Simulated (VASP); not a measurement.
# CoNiO2 (P4/mmm) in VASP: settings compared

The runs below take CoNiO2 through relaxation of cell and atoms, single point, with PBEsol, LDA.

All numbers are computed with VASP 6.6.1; they aren't measurements. Logs are shortened: lines on timing, memory, paths and dates and some standing lists are left out, and cuts for length are marked.

## 1. The cell of the first run

Symmetry: P4/mmm, No. 123, tetragonal system. The conventional cell has a = 3.014 Å, b = 3.014 Å, c = 4.222 Å, α = 90.00°, β = 90.00°, γ = 90.00°. Ni (site symmetry 4/mmm) has 6 O at 2.11 to 2.13 Å within 2.8 Å. Co (site symmetry 4/mmm) has 6 O at 2.11 to 2.13 Å within 2.8 Å. O (site symmetry 4/mmm) has 2 Ni at 2.11 Å and 4 Co at 2.13 Å within 2.8 Å. O (site symmetry 4/mmm) has 2 Co at 2.11 Å and 4 Ni at 2.13 Å within 2.8 Å.

## 2. Relaxation of cell and atoms, PBEsol, collinear spin, ferromagnetic start

INCAR reads:

```
PREC = Accurate ; ENCUT = 600
EDIFF = 1E-7 ; ISMEAR = -1
SIGMA = 0.05 ; LREAL = F
LASPH = T ; NELM = 150
ALGO = Normal ; ISIF = 3
LWAVE = F ; LCHARG = F
ISPIN = 2 ; MAGMOM = 1 2 0 0
LORBIT = 11 ; LMAXMIX = 4
GGA = PS ; IBRION = 2
NSW = 80 ; EDIFFG = -0.01
```

KPOINTS reads:

```
Automatic mesh
0
Gamma
  9 9 6
```

POSCAR reads:

```
CoNiO2
1.0
    3.0143330000      0.0000000000      0.0000000000
    0.0000000000      3.0143330000      0.0000000000
    0.0000000000      0.0000000000      4.2222850000
Ni Co O
1 1 2
Direct
    0.0000000000      0.0000000000      0.0000000000
    0.5000000000      0.5000000000      0.5000000000
    0.0000000000      0.0000000000      0.5000000000
    0.5000000000      0.5000000000      0.0000000000
```

Potentials or basis: VASP PAW PBE potentials, release 64 (Ni, Co, O).

Launch:

```
$ cat potpaw_PBE.64/Ni/POTCAR potpaw_PBE.64/Co/POTCAR potpaw_PBE.64/O/POTCAR > POTCAR
$ mpirun -np 1 vasp_std > vasp.out
```

OUTCAR:

```text
PREC = Accurate
   ENCUT = 600
   EDIFF = 1E-7
   ISMEAR = -1
   LREAL = F
   LASPH = T
   NELM = 150
   ISIF = 3
   ISPIN = 2
   LORBIT = 11
   GGA = PS
   IBRION = 2
   NSW = 80
   EDIFFG = -0.01

 ion  position               nearest neighbor table
   1  0.000  0.000  0.000-   3 2.11   3 2.11   4 2.13   4 2.13   4 2.13   4 2.13   2 3.00   2 3.00
                             2 3.00   2 3.00   2 3.00   2 3.00   2 3.00   2 3.00
   2  0.500  0.500  0.500-   4 2.11   4 2.11   3 2.13   3 2.13   3 2.13   3 2.13   1 3.00   1 3.00
                             1 3.00   1 3.00   1 3.00   1 3.00   1 3.00   1 3.00
   3  0.000  0.000  0.500-   1 2.11   1 2.11   2 2.13   2 2.13   2 2.13   2 2.13
   4  0.500  0.500  0.000-   2 2.11   2 2.11   1 2.13   1 2.13   1 2.13   1 2.13

  LATTYP: Found a simple tetragonal cell.
 ALAT       =     3.0143330000
 C/A-ratio  =     1.4007360832

  Lattice vectors:

 A1 = (   3.0143330000,   0.0000000000,   0.0000000000)
 A2 = (   0.0000000000,   3.0143330000,   0.0000000000)
 A3 = (   0.0000000000,   0.0000000000,   4.2222850000)

Analysis of symmetry for initial positions (statically):
=====================================================================
 Subroutine PRICEL returns:
 Original cell was already a primitive cell.

 Routine SETGRP: Setting up the symmetry group for a
 simple tetragonal supercell.

 Subroutine GETGRP returns: Found 16 space group operations
 (whereof 16 operations were pure point group operations)
 out of a pool of 16 trial point group operations.

The static configuration has the point symmetry D_4h.

Analysis of symmetry for dynamics (positions and initial velocities):
=====================================================================
 Subroutine PRICEL returns:
 Original cell was already a primitive cell.

 Routine SETGRP: Setting up the symmetry group for a
 simple tetragonal supercell.

 Subroutine GETGRP returns: Found 16 space group operations
 (whereof 16 operations were pure point group operations)
 out of a pool of 16 trial point group operations.

The dynamic configuration has the point symmetry D_4h.

Analysis of structural, dynamic, and magnetic symmetry:
=====================================================================
 Subroutine PRICEL returns:
 Original cell was already a primitive cell.

 Routine SETGRP: Setting up the symmetry group for a
 simple tetragonal supercell.

 Subroutine GETGRP returns: Found 16 space group operations
 (whereof 16 operations were pure point group operations)
 out of a pool of 16 trial point group operations.

The overall configuration has the point symmetry D_4h.
[... 120 lines left out ...]
   IALGO  =     38    algorithm
   IMIX   =      4    mixing-type and parameters
     AMIX     =   0.40;   BMIX     =  1.00
     AMIX_MAG =   1.60;   BMIX_MAG =  1.00
  volume/ion in A,a.u.               =       9.59        64.72
  Fermi-wavevector in a.u.,A,eV,Ry     =   1.524821  2.881493 31.634602  2.325078
  Thomas-Fermi vector in A             =   2.633075
   LORBIT       =     11    0 simple, 1 ext, 2 COOP (PROOUT), +10 PAW based schemes
   GGA     = PS    functional components
   LHFCALC =     F    Hartree Fock is set to
   AEXX    =    0.0000 exact exchange contribution
   IVDW    =     0    specifies the selected vdW correction
   LEPSILON=     F    determine dielectric tensor
   LRPA    =     F    only Hartree local field effects (RPA)
 conjugate gradient relaxation of ions
 spin polarized calculation
  energy-cutoff  :      600.00
  volume of cell :       38.36
 maximum number of plane-waves:      1302
   NGX = 13   NGY = 13   NGZ = 17

--------------------------------------- Ionic step        1  -------------------------------------------

 number of electron      30.9999987 magnetization       4.4722211

 Free energy of the ion-electron system (eV)
  ---------------------------------------------------
  ext. energy  EPLUGINS =         0.00000000
  ---------------------------------------------------
  free energy    TOTEN  =       -26.24157997 eV

  energy without entropy =      -26.17935787  energy(sigma->0) =      -26.21046892

------------------------ aborting loop because EDIFF is reached ----------------------------------------

  FORCE on cell =-STRESS in cart. coord.  units (eV):
  Direction    XX          YY          ZZ          XY          YZ          ZX
  --------------------------------------------------------------------------------------
  -------------------------------------------------------------------------------------
  Total       -3.1271270     -3.1271270     -2.7590680      0.0000000      0.0000000      0.0000000
  in kB     -130.5948665   -130.5948665   -115.2240093      0.0000000      0.0000000      0.0000000
  external PRESSURE =    -125.4712475 kB  Pullay stress =       0.0000000 kB
[... 215 lines left out ...]
--------------------------------------- Ionic step        7  -------------------------------------------

 number of electron      31.0000013 magnetization       3.0972547

 Free energy of the ion-electron system (eV)
  ---------------------------------------------------
  ext. energy  EPLUGINS =         0.00000000
  ---------------------------------------------------
  free energy    TOTEN  =       -26.39934953 eV

  energy without entropy =      -26.35058894  energy(sigma->0) =      -26.37496924

 E-fermi :   8.8044     XC(G=0): -13.2234

 val. band max:        8.7954434401   @ k =   0.4444   0.1111   0.1667
 cond. band min:       8.8046199311   @ k =   0.3333   0.1111   0.1667
 fundamental gap:      0.0091764910
 Fermi energy:         8.8044379547

 spin component 1

 k-point     1 :       0.0000    0.0000    0.0000
  band No.  band energies     occupation
      1     -12.2432      1.00000
      2     -10.7165      1.00000
      3       1.1907      1.00000
      4       3.9392      1.00000
      5       3.9392      1.00000
      6       4.9283      1.00000
[... 565 lines left out ...]
     20      16.3265      0.00000
     21      18.7196      0.00000

 [... further k-points ...]

 spin component 2

 k-point     1 :       0.0000    0.0000    0.0000
  band No.  band energies     occupation
      1     -11.9810      1.00000
      2     -10.4154      1.00000
      3       1.4143      1.00000
      4       4.2204      1.00000
      5       4.2204      1.00000
      6       5.5525      1.00000
[... 598 lines left out ...]
  FREE ENERGIE OF THE ION-ELECTRON SYSTEM (eV)
  ---------------------------------------------------
  free  energy   TOTEN  =       -26.3993495342 eV

  energy  without entropy=      -26.3505889391  energy(sigma->0) =      -26.37496924

 reached required accuracy - stopping structural energy minimisation

 total charge

# of ion       s       p       d       tot
------------------------------------------
    1        0.345   0.434   8.377   9.156
    2        0.324   0.424   7.260   8.007
    3        1.554   3.409   0.000   4.963
    4        1.555   3.395   0.000   4.950
--------------------------------------------------
tot          3.778   7.661  15.637  27.077

 magnetization (x)

# of ion       s       p       d       tot
------------------------------------------
    1        0.010   0.009   0.677   0.696
    2        0.019   0.019   2.020   2.058
    3        0.025   0.138   0.000   0.163
    4        0.021   0.101   0.000   0.123
--------------------------------------------------
tot          0.076   0.267   2.697   3.039
```

OSZICAR:

```text
N       E                     dE             d eps       ncg     rms          rms(c)
DAV:   1     0.262537820804E+03    0.26254E+03   -0.16514E+04  5088   0.208E+03
DAV:   2     0.450196499673E+00   -0.26209E+03   -0.24319E+03  5173   0.401E+02
[... 153 lines left out ...]
DAV:   5    -0.263994297396E+02   -0.39875E-04   -0.10942E-04  7357   0.149E-01    0.810E-02
DAV:   6    -0.263993953278E+02    0.34412E-04   -0.16044E-05  7097   0.753E-02    0.576E-02
DAV:   7    -0.263993512571E+02    0.44071E-04   -0.33490E-05  7133   0.896E-02    0.129E-02
DAV:   8    -0.263993494735E+02    0.17836E-05   -0.56219E-06  8078   0.323E-02    0.784E-03
DAV:   9    -0.263993495510E+02   -0.77480E-07   -0.16570E-06  7232   0.196E-02    0.321E-03
DAV:  10    -0.263993495342E+02    0.16797E-07   -0.16788E-07  3330   0.591E-03
   7 F= -.26399350E+02 E0= -.26374969E+02  d E =-.133166E-02  mag=     3.0972
```

Wall time 7.5 min (1 thread of Intel Xeon 6975P-C (Granite Rapids), shared host); peak memory 0.25 GiB.

What came out:

| Quantity | Value |
| --- | --- |
| Free energy | -26.3993 eV |
| Relaxed volume | 8.73 Å³/atom |
| Relaxed cell | a = 2.904 Å, b = 2.904 Å, c = 4.144 Å, α = 90.00°, β = 90.00°, γ = 90.00° |
| Space group after relaxing (to 0.05 Å) | P4/mmm (No. 123) |
| Energy gained by relaxing | 39.4 meV/atom |
| Ionic steps | 7 |
| Pressure after relaxing | -0.1 GPa |
| Net moment | 3.10 μB per cell |
| Site moments | Ni +0.70; Co +2.06; O +0.16, +0.12 μB |
| Valence electrons inside the program's atomic spheres | Ni 9.16; Co 8.01; O 4.96, 4.95 |

The path:
| step | energy change (eV) | largest force (eV/Å) | pressure (GPa) | volume (Å³) |
| --- | --- | --- | --- | --- |
| 1 | 0.0000 | 0.0000 | -12.55 | 38.36 |
| 2 | -0.1514 | 0.0000 | 2.89 | 34.34 |
| 3 | -0.1564 | 0.0000 | 0.32 | 34.86 |
| 4 | -0.1564 | 0.0000 | 0.00 | 34.93 |
| 5 | -0.1569 | 0.0000 | -0.04 | 34.93 |
| 6 | -0.1577 | 0.0000 | -0.14 | 34.93 |
| 7 | -0.1578 | 0.0000 | -0.12 | 34.94 |

Final structure:
```yaml
crystal:
  lattice:
    - [2.90356, 0.00000, 0.00000]
    - [0.00000, 2.90356, 0.00000]
    - [0.00000, 0.00000, 4.14391]
  atoms:
    - { symbol: Ni, position: [0.00000, 0.00000, 0.00000] }
    - { symbol: Co, position: [0.50000, 0.50000, 0.50000] }
    - { symbol: O, position: [0.00000, 0.00000, 0.50000] }
    - { symbol: O, position: [0.50000, 0.50000, 0.00000] }
```

Caveat: the PAW data sets were made with another functional, which shifts forces and pressure a little; semilocal functionals often make such compounds metallic where correlation or magnetic order opens a gap, which also shifts bond lengths.

## 3. Relaxation of cell and atoms, PBEsol, collinear spin, ferromagnetic start, target pressure 5 GPa, at which the enthalpy is minimised

INCAR reads:

```
SYSTEM = CoNiO2
PREC     = Accurate       ! precision mode
ENCUT    = 600            ! plane-wave cutoff, eV
EDIFF    = 1E-6           ! SCF threshold, eV
ISMEAR   = -1             ! smearing method
SIGMA    = 0.05           ! smearing width, eV
LREAL    = .FALSE.        ! projectors in reciprocal space
LASPH    = .TRUE.         ! aspherical terms in the spheres
NELM     = 150            ! most SCF steps
ALGO     = Normal         ! electronic algorithm
ISIF     = 3              ! what is computed and relaxed
LWAVE    = .FALSE.        ! write WAVECAR
LCHARG   = .FALSE.        ! write CHGCAR
ISPIN    = 2              ! spin polarisation
MAGMOM   = 1 2 0 0        ! initial moments
LORBIT   = 11             ! projections on sites
LMAXMIX  = 4              ! l up to which the mixer works
GGA      = PS             ! functional
IBRION   = 2              ! ionic algorithm
NSW      = 80             ! ionic steps
EDIFFG   = -0.01          ! ionic threshold
PSTRESS  = 50.0
```

KPOINTS reads:

```
Automatic mesh
0
G
  9 9 6
  0 0 0
```

POSCAR is that of step 2.

Potentials or basis: VASP PAW PBE potentials, release 64 (Ni, Co, O).

Launch:

```
$ cat potpaw_PBE.64/Ni/POTCAR potpaw_PBE.64/Co/POTCAR potpaw_PBE.64/O/POTCAR > POTCAR
$ mpirun -np 1 vasp_std > vasp.out
```

Run time: 6.7 min. Hardware: 1 thread of Intel Xeon 6975P-C (Granite Rapids), shared host; peak memory 0.25 GiB.

The run converged. Its results:

* Free energy: -26.3855 eV
* Relaxed volume: 8.50 Å³/atom
* Relaxed cell: a = 2.883 Å, b = 2.883 Å, c = 4.092 Å, α = 90.00°, β = 90.00°, γ = 90.00°
* Space group after relaxing (to 0.05 Å): P4/mmm (No. 123)
* Energy change on relaxing (the enthalpy is what falls): -36.0 meV/atom
* Ionic steps: 8
* Pressure after relaxing: 5.0 GPa
* Net moment: 2.82 μB per cell
* Site moments: Ni +0.65; Co +1.88; O +0.14, +0.11 μB
* Valence electrons inside the program's atomic spheres: Ni 9.21; Co 8.07; O 4.97, 4.96

The path:
```csv
step,energy change (eV),largest force (eV/Å),pressure (GPa),volume (Å³)
1,0.0000,0.0000,-12.44,38.36
2,-0.0782,0.0000,13.61,32.85
3,-0.1433,0.0000,4.70,34.01
4,-0.1407,0.0000,5.39,33.93
5,-0.1443,0.0000,4.77,34.03
6,-0.1457,0.0000,4.47,34.07
7,-0.1447,0.0000,4.81,34.03
8,-0.1440,0.0000,4.98,34.01
```

Final structure:
```
Ni Co O
1.0
     2.88262    0.00000    0.00000
     0.00000    2.88262    0.00000
     0.00000    0.00000    4.09230
Ni Co O
1 1 2
Cartesian
  0.0000 0.0000 0.0000
  1.4413 1.4413 2.0461
  0.0000 2.8826 2.0461
  1.4413 1.4413 0.0000
```

Levels at points of the mesh, in eV from the Fermi level:
Spin up:
```tsv
k point	band 14	band 15	band 16	band 17	band 18	band 19	band 20	band 21
(0.00, 0.00, 0.00)	-2.51	-2.07	-1.34	-1.19	-1.19	1.78	6.70	10.63
(0.00, 0.00, 0.50)	-1.33	-1.22	-1.22	-1.01	-0.82	5.60	5.77	13.58
```
Spin down:
```
           k point  band 12  band 13  band 14  band 15  band 16  band 17
(0.00, 0.00, 0.00)    -1.64    -1.14    -1.04    -0.15    -0.15    -0.09
(0.00, 0.00, 0.50)    -0.79    -0.79    -0.16    -0.05    -0.05     0.05
```

Caveat: the cell is relaxed towards a set pressure, so the enthalpy falls and the energy may rise; the PAW data sets were made with another functional, which shifts forces and pressure a little; semilocal functionals often make such compounds metallic where correlation or magnetic order opens a gap, which also shifts bond lengths. With open d or f shells a metallic result of PBEsol can be an artefact of self-interaction; +U or a hybrid may open a gap.

## 4. Single point, LDA, collinear spin, ferromagnetic start

This run uses another cell than the first one, of 9.02 Å³/atom, 0.940 times its volume.

INCAR reads:

```
SYSTEM = CoNiO2
ALGO = Normal
EDIFF = 1E-6
ENCUT = 520
ISIF = 2
ISMEAR = -1
ISPIN = 2
LASPH = .True.
LCHARG = .True.
LELF = .True.
LMAXMIX = 4
LORBIT = 11
LREAL = .False.
LVHAR = .True.
LWAVE = .False.
MAGMOM = 1 2 0 0
NBANDS = 28
NELM = 150
PREC = Accurate
SIGMA = 0.05
```

KPOINTS reads:

```
k-points
0
Gamma
  9 9 6
  0 0 0
```

POSCAR reads:

```
CoNiO2
1.0
    2.9527987338      0.0000000000      0.0000000000
    0.0000000000      2.9527987338      0.0000000000
    0.0000000000      0.0000000000      4.1360917330
Ni Co O
1 1 2
Direct
    0.0000000000      0.0000000000      0.0000000000
    0.5000000000      0.5000000000      0.5000000000
    0.0000000000      0.0000000000      0.5000000000
    0.5000000000      0.5000000000      0.0000000000
```

Potentials or basis: VASP PAW LDA potentials, release 64 (Ni, Co, O).

Launch:

```
$ cat potpaw_LDA.64/Ni/POTCAR potpaw_LDA.64/Co/POTCAR potpaw_LDA.64/O/POTCAR > POTCAR
$ mpirun -np 1 vasp_std > vasp.out
```

It took 91 s on 1 thread of Intel Xeon 6975P-C, shared host; peak memory 0.21 GiB.

The run converged. Its results:

```yaml
Free_energy: -28.0737 eV
Pressure: -16.2 GPa
Net_moment: 2.73 μB per cell
Site_moments: Ni +0.50; Co +1.92; O +0.15, +0.11 μB
Valence_electrons_inside_the_program's_atomic_spheres: Ni 9.12; Co 7.97; O 4.93, 4.92
```

Stress tensor (GPa, compression positive):
```
-16.34   0.00   0.00
  0.00 -16.34   0.00
  0.00   0.00 -15.77
```

Levels at points of the mesh, in eV from the Fermi level:
Spin up:
| k point | band 14 | band 15 | band 16 | band 17 | band 18 | band 19 | band 20 | band 21 |
| --- | --- | --- | --- | --- | --- | --- | --- | --- |
| (0.00, 0.00, 0.00) | -2.23 | -1.69 | -1.20 | -1.10 | -1.10 | 1.57 | 6.32 | 10.35 |
| (0.00, 0.00, 0.50) | -1.34 | -1.05 | -1.00 | -1.00 | -0.69 | 5.36 | 5.47 | 13.27 |
Spin down:
```
           k point  band 10  band 11  band 12  band 13  band 14  band 15  band 16  band 17  band 18  band 19
(0.00, 0.00, 0.00)    -1.55    -1.55    -1.41    -1.19    -1.11    -0.28    -0.11    -0.11     0.28     1.81
(0.00, 0.00, 0.50)    -1.87    -1.12    -0.63    -0.63    -0.35    -0.12     0.01     0.01     0.70     5.61
```

Caveat: semilocal functionals often make such compounds metallic where correlation or magnetic order opens a gap, which also shifts bond lengths. With open d or f shells a metallic result of LDA can be an artefact of self-interaction; +U or a hybrid may open a gap.

## 5. Overview

| task | level | potentials or basis | cell | cutoff (eV) | gap on the mesh (eV) | pressure (GPa) | moment (μB) |
| --- | --- | --- | --- | --- | --- | --- | --- |
| relaxation of cell and atoms | PBEsol | VASP PAW PBE potentials, release 64 (Ni, Co, O) | relaxed from a = 3.014, b = 3.014, c = 4.222 Å, 4 atoms | 600 | none | -0.1 | 3.10 |
| relaxation of cell and atoms | PBEsol | VASP PAW PBE potentials, release 64 (Ni, Co, O) | relaxed to 5 GPa from a = 3.014, b = 3.014, c = 4.222 Å, 4 atoms | 600 | none | 5.0 | 2.82 |
| single point | LDA | VASP PAW LDA potentials, release 64 (Ni, Co, O) | a = 2.953, b = 2.953, c = 4.136 Å, 4 atoms | 520 | none | -16.2 | 2.73 |

Alike in all rows: spin collinear, ferromagnetic start; k mesh 9 × 9 × 6; smearing fermi-dirac 0.05 eV.

Caveats: semilocal functionals often make such compounds metallic where correlation or magnetic order opens a gap, which also shifts bond lengths; the PAW data sets were made with another functional, which shifts forces and pressure a little (some runs); the cell is relaxed towards a set pressure, so the enthalpy falls and the energy may rise (some runs).

Absolute energies hang on the potentials; compare differences alone.
